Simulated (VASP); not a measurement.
# Ir3C in VASP: relaxation of the atoms with PBE

Aim: the relaxation of the atoms of Ir3C with PBE.

Everything below comes from runs of VASP 6.6.1. Logs are shortened: lines on timing, memory, paths and dates and some standing lists are left out, and cuts for length are marked.

### 1 The cell of the first run

The cell holds a slab with vacuum, 4 atoms: a = 2.737 Å, b = 2.737 Å, c = 19.188 Å, α = 90.00°, β = 90.00°, γ = 90.00°.

### 2 Relaxation of the atoms, PBE

Contents of INCAR:

```
SYSTEM = Ir3C
  ALGO = Normal
  DIPOL = 0.5 0.5 0.338
  EDIFF = 1E-7
  EDIFFG = -0.025
  ENCUT = 520
  GGA = PE
  GGA_COMPAT = .FALSE.
  IBRION = 2
  IDIPOL = 3
  ISIF = 2
  ISMEAR = 0
  LASPH = .TRUE.
  LCHARG = .FALSE.
  LDIPOL = .TRUE.
  LREAL = .FALSE.
  LWAVE = .FALSE.
  NELM = 120
  NELMDL = -8
  NELMIN = 4
  NSW = 36
  PREC = Accurate
  SIGMA = 0.1
```

Contents of KPOINTS:

```
k-points
0
G
  10 10 1
  0 0 0
```

Contents of POSCAR:

```
Ir3C
1.0
    2.7367600872      0.0000000000      0.0000000000
    0.0000000000      2.7367600872      0.0000000000
    0.0000000000      0.0000000000     19.1883373414
Ir C
3 1
Selective dynamics
Direct
    0.5000000000      0.5000000000      0.2084599582  F F F
    0.0000000000      0.0000000000      0.3045662606  F F F
    0.5000000000      0.5000000000      0.4006776202  F F F
    1.0000000000      1.0000000000      0.4380303809  F F T
```

Potentials or basis: VASP PAW PBE potentials, release 64 (Ir_sv_GW, C).

The run is started by

```sh
$ cat potpaw_PBE.64/Ir_sv_GW/POTCAR potpaw_PBE.64/C/POTCAR > POTCAR
$ mpirun -np 1 vasp_std > vasp.out
```

OUTCAR:

```text
SYSTEM = Ir3C
   EDIFF = 1E-7
   EDIFFG = -0.025
   ENCUT = 520
   GGA = PE
   IBRION = 2
   ISIF = 2
   ISMEAR = 0
   LASPH = .TRUE.
   LREAL = .FALSE.
   NELM = 120
   NELMDL = -8
   NELMIN = 4
   NSW = 36
   PREC = Accurate

 ion  position               nearest neighbor table
   1  0.500  0.500  0.208-   2 2.67   2 2.67   2 2.67   2 2.67
   2  0.000  0.000  0.305-   4 2.56   1 2.67   1 2.67   1 2.67   1 2.67   3 2.67   3 2.67   3 2.67
                             3 2.67
   3  0.500  0.500  0.401-   4 2.06   4 2.06   4 2.06   4 2.06   2 2.67   2 2.67   2 2.67   2 2.67

   4  0.000  0.000  0.438-   3 2.06   3 2.06   3 2.06   3 2.06   2 2.56

  LATTYP: Found a simple tetragonal cell.
 ALAT       =     2.7367600872
 C/A-ratio  =     7.0113333760

  Lattice vectors:

 A1 = (   2.7367600872,   0.0000000000,   0.0000000000)
 A2 = (   0.0000000000,   2.7367600872,   0.0000000000)
 A3 = (   0.0000000000,   0.0000000000,  19.1883373414)

Analysis of symmetry for initial positions (statically):
=====================================================================
 Subroutine PRICEL returns:
 Original cell was already a primitive cell.

 Routine SETGRP: Setting up the symmetry group for a
 simple tetragonal supercell.

 Subroutine GETGRP returns: Found  8 space group operations
 (whereof  8 operations were pure point group operations)
 out of a pool of 16 trial point group operations.

The static configuration has the point symmetry C_4v.

Analysis of symmetry for dynamics (positions and initial velocities):
=====================================================================
 Subroutine PRICEL returns:
 Original cell was already a primitive cell.

 Routine SETGRP: Setting up the symmetry group for a
 simple tetragonal supercell.

 Subroutine GETGRP returns: Found  8 space group operations
 (whereof  8 operations were pure point group operations)
 out of a pool of 16 trial point group operations.

The dynamic configuration has the point symmetry C_4v.

Analysis of constrained symmetry for selective dynamics:
=====================================================================
 Subroutine PRICEL returns:
 Original cell was already a primitive cell.

 Routine SETGRP: Setting up the symmetry group for a
 simple tetragonal supercell.

 Subroutine GETGRP returns: Found  8 space group operations
 (whereof  8 operations were pure point group operations)
 out of a pool of 16 trial point group operations.

The constrained configuration has the point symmetry C_4v.

 Subroutine INISYM returns: Found  8 space group operations
 (whereof  8 operations are pure point group operations),
 and found     1 'primitive' translations

----------------------------------------------------------------------------------------

                                     Primitive cell

  volume of cell :     143.7179

  direct lattice vectors                    reciprocal lattice vectors
     2.736760087  0.000000000  0.000000000     0.365395566  0.000000000  0.000000000
     0.000000000  2.736760087  0.000000000     0.000000000  0.365395566  0.000000000
     0.000000000  0.000000000 19.188337341     0.000000000  0.000000000  0.052114990

  length of vectors
     2.736760087  2.736760087 19.188337341     0.365395566  0.365395566  0.052114990

  position of ions in fractional coordinates (direct lattice)
     0.500000000  0.500000000  0.208459958
     0.000000000  0.000000000  0.304566261
     0.500000000  0.500000000  0.400677620
     0.000000000  0.000000000  0.438030381

  ion indices of the primitive-cell ions
   primitive index   ion index
                 1           1
                 2           2
                 3           3
                 4           4

----------------------------------------------------------------------------------------

 KPOINTS: k-points

Automatic generation of k-mesh.
 Grid dimensions read from file:
 generate k-points for:   10   10    1

 Generating k-lattice:

  Cartesian coordinates                     Fractional coordinates (reciprocal lattice)
     0.036539557  0.000000000  0.000000000     0.100000000  0.000000000  0.000000000
     0.000000000  0.036539557  0.000000000     0.000000000  0.100000000  0.000000000
     0.000000000  0.000000000  0.052114990     0.000000000  0.000000000  1.000000000

  Length of vectors
     0.036539557  0.036539557  0.052114990

  Shift w.r.t. Gamma in fractional coordinates (k-lattice)
     0.000000000  0.000000000  0.000000000

 Subroutine IBZKPT returns following result:
 ===========================================

 Found     21 irreducible k-points:

 Following reciprocal coordinates:
            Coordinates               Weight
  0.000000  0.000000  0.000000      1.000000
  0.100000  0.000000  0.000000      4.000000
  0.200000  0.000000  0.000000      4.000000
  0.300000  0.000000  0.000000      4.000000
  0.400000  0.000000  0.000000      4.000000
  0.500000  0.000000  0.000000      2.000000
[... 13 lines left out ...]
  0.500000  0.400000  0.000000      4.000000
  0.500000  0.500000  0.000000      1.000000
   k-points           NKPTS =     21   k-points in BZ     NKDIM =     21   number of bands    NBANDS=     33
   number of dos      NEDOS =    301   number of ions     NIONS =      4
   total plane-waves  NPLWV =  57600
   dimension x,y,z NGX =    20 NGY =   20 NGZ =  144
   dimension x,y,z NGXF=    40 NGYF=   40 NGZF=  288
   ions per type =               3   1
   NGX,Y,Z   is equivalent  to a cutoff of  12.15, 12.15, 12.48 a.u.
   NGXF,Y,Z  is equivalent  to a cutoff of  24.30, 24.30, 24.95 a.u.
 SYSTEM =  Ir3C
   PREC   = accura    normal or accurate (medium, high low for compatibility)
   ISTART =      0    job   : 0-new  1-cont  2-samecut
   ICHARG =      2    charge: 1-file 2-atom 10-const
   ISPIN  =      1    spin polarized calculation?
   LNONCOLLINEAR =      F non collinear calculations
   LSORBIT =      F    spin-orbit coupling
   LASPH  =      T    aspherical Exc in radial PAW
   ENCUT  =  520.0 eV  38.22 Ry    6.18 a.u.   5.09  5.09 35.68*2*pi/ulx,y,z
   NELM   =    120;   NELMIN=  4; NELMDL= -8     # of ELM steps
   EDIFF  = 0.1E-06   stopping-criterion for ELM
   LREAL  =      F    real-space projection
   EDIFFG = -.3E-01   stopping-criterion for IOM
   NSW    =     36    number of steps for IOM
   IBRION =      2    ionic relax: 0-MD 1-quasi-New 2-CG
   NFREE  =      1    steps in history (QN), initial steepest desc. (CG)
   ISIF   =      2    stress and relaxation
   ISYM   =      2    0-nonsym 1-usesym 2-fastsym
   POTIM  = 0.5000    time-step for ionic-motion
   TEBEG  =    0.0;   TEEND  =   0.0 temperature during run
   PSTRESS=    0.0 pullay stress
   NELECT =      55.0000    total number of electrons
   NUPDOWN=      -1.0000    fix difference up-down
   EMIN   =  10.00;   EMAX   =-10.00  energy-range for DOS
   EFERMI =   0.00;   METHOD = LEGACY
   ISMEAR =     0;   SIGMA  =   0.10  broadening in eV -4-tet -1-fermi 0-gaus
   EFERMI_NEDOS =   21; number of points for ismear=-14 and -15
   IALGO  =     38    algorithm
   IMIX   =      4    mixing-type and parameters
     AMIX     =   0.40;   BMIX     =  1.00
     AMIX_MAG =   1.60;   BMIX_MAG =  1.00
  volume/ion in A,a.u.               =      35.93       242.46
  Fermi-wavevector in a.u.,A,eV,Ry     =   1.188572  2.246075 19.220994  1.412703
  Thomas-Fermi vector in A             =   2.324698
   LORBIT       =      0    0 simple, 1 ext, 2 COOP (PROOUT), +10 PAW based schemes
   GGA     = PE    functional components
   LHFCALC =     F    Hartree Fock is set to
   AEXX    =    0.0000 exact exchange contribution
   IVDW    =     0    specifies the selected vdW correction
   LEPSILON=     F    determine dielectric tensor
   LRPA    =     F    only Hartree local field effects (RPA)
 conjugate gradient relaxation of ions
 non-spin polarized calculation
 Gauss-broadening in eV      SIGMA  =   0.10
  energy-cutoff  :      520.00
  volume of cell :      143.72
 maximum number of plane-waves:      3910
   NGX = 11   NGY = 11   NGZ = 71

--------------------------------------- Ionic step        1  -------------------------------------------

 number of electron      55.0000001 magnetization

 Free energy of the ion-electron system (eV)
  ---------------------------------------------------
  ext. energy  EPLUGINS =         0.00000000
  ---------------------------------------------------
  free energy    TOTEN  =       -32.47932066 eV

  energy without entropy =      -32.43805079  energy(sigma->0) =      -32.45868573

------------------------ aborting loop because EDIFF is reached ----------------------------------------

  FORCE on cell =-STRESS in cart. coord.  units (eV):
  Direction    XX          YY          ZZ          XY          YZ          ZX
  --------------------------------------------------------------------------------------
  -------------------------------------------------------------------------------------
  Total        4.4772053      4.4772053      5.2663122      0.0000000      0.0000000      0.0000000
  in kB       49.9122091     49.9122091     58.7092300      0.0000000      0.0000000      0.0000000
  external PRESSURE =      52.8445494 kB  Pullay stress =       0.0000000 kB
[... 133 lines left out ...]
  FREE ENERGIE OF THE ION-ELECTRON SYSTEM (eV)
  ---------------------------------------------------
  free  energy   TOTEN  =       -32.5159526446 eV

  energy  without entropy=      -32.4755854049  energy(sigma->0) =      -32.49576902

 dipolmoment           0.000000      0.000000     -0.024705 electrons x Angstroem

--------------------------------------- Ionic step        5  -------------------------------------------

 number of electron      55.0000000 magnetization

------------------------ aborting loop because EDIFF is reached ----------------------------------------
[... 71 lines left out ...]
--------------------------------------- Ionic step        7  -------------------------------------------

 number of electron      55.0000001 magnetization

 dipolmoment           0.000000      0.000000      0.018861 electrons x Angstroem

 Free energy of the ion-electron system (eV)
  ---------------------------------------------------
  ext. energy  EPLUGINS =         0.00000000
  ---------------------------------------------------
  free energy    TOTEN  =       -32.52970611 eV

  energy without entropy =      -32.49927339  energy(sigma->0) =      -32.51448975

 E-fermi :   0.3228     XC(G=0):  -5.7555

 val. band max:        0.2975028456   @ k =   0.4000   0.1000   0.0000
 cond. band min:       0.3274372317   @ k =   0.4000   0.3000   0.0000
 fundamental gap:      0.0299343862
 Fermi energy:         0.3228437615

 k-point     1 :       0.0000    0.0000    0.0000
  band No.  band energies     occupation
      1     -93.2645      2.00000
      2     -92.6233      2.00000
      3     -91.9175      2.00000
      4     -50.0646      2.00000
      5     -50.0646      2.00000
      6     -49.9893      2.00000
[... 745 lines left out ...]
     32       6.1513      0.00000
     33       6.1513      0.00000

------------------------ aborting loop because EDIFF is reached ----------------------------------------

 vacuum level on the upper side and lower side of the slab       (xc-potential included)         0.212        -0.298

  FORCE on cell =-STRESS in cart. coord.  units (eV):
  Direction    XX          YY          ZZ          XY          YZ          ZX
  --------------------------------------------------------------------------------------
  -------------------------------------------------------------------------------------
  Total        0.1103945      0.1103945      5.0759414      0.0000000      0.0000000      0.0000000
  in kB        1.2306858      1.2306858     56.5869628      0.0000000      0.0000000      0.0000000
  external PRESSURE =      19.6827781 kB  Pullay stress =       0.0000000 kB
[... 19 lines left out ...]
  FREE ENERGIE OF THE ION-ELECTRON SYSTEM (eV)
  ---------------------------------------------------
  free  energy   TOTEN  =       -32.5297061109 eV

  energy  without entropy=      -32.4992733865  energy(sigma->0) =      -32.51448975

 reached required accuracy - stopping structural energy minimisation

 vacuum level on the upper side and lower side of the slab         6.413         5.892
```

Run time: 7 min. Hardware: 1 thread of AMD EPYC 9R45 (Zen 5), shared host; peak memory 0.26 GiB.

Results:

* Free energy: -32.5297 eV
* Energy gained by relaxing: 12.6 meV/atom
* Ionic steps: 7
* Band gap on the k mesh: zero (an odd number of electrons rules out a gap without spin polarisation)

Step by step:
```tsv
step	energy change (eV)	largest force on free atoms (eV/Å)	pressure (GPa)
1	0.0000	0.2503	5.28
2	-0.0032	0.2720	5.07
3	-0.0140	0.3201	4.46
4	-0.0366	0.2729	3.31
5	-0.0430	0.2734	1.23
6	-0.0498	0.0674	2.24
7	-0.0504	0.0111	1.97
```

Final structure:
```
Ir C
1.0
     2.73676    0.00000    0.00000
     0.00000    2.73676    0.00000
     0.00000    0.00000   19.18834
Ir C
3 1
Direct
  0.50000 0.50000 0.20846
  0.00000 0.00000 0.30457
  0.50000 0.50000 0.40068
  0.00000 0.00000 0.44909
```

Caveat: spin-orbit coupling is left out, which moves the levels of the heavy elements.

The gap in the log of VASP goes by the Fermi energy; the results here count the filled bands.